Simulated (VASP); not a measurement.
In:

```
In
1.0
    -1.63624    1.63624    2.49008
     1.63624   -1.63624    2.49008
     1.63624    1.63624   -2.49008
In
1
Cartesian
  0.0000 0.0000 0.0000
```

This cell differs from its parent crystal: volume scaled by 1.02.

Base run:

```yaml
Program: VASP 6.6.1
Functional: PBEsol
Potentials_or_basis: VASP PAW PBE potentials, release 64 (In_d)
Cutoff: 520 eV
k_mesh: 11 × 11 × 11
Occupations: fermi-dirac, width 0.05 eV
Spin: no spin polarisation
```

Its results: pressure -1.7 GPa.

**Question.** The run is repeated on the same cell with these changes: functional from PBEsol to PBE; further incar settings from ALGO = Normal; EDIFF = 1e-06; NBANDS = 12 to ALGO = Fast; EDIFF = 1e-06; NBANDS = 12. What comes out?

**Answer.** Pressure 1.1 GPa.

Caveats: the PAW data sets were made with another functional, which shifts forces and pressure a little (some runs).
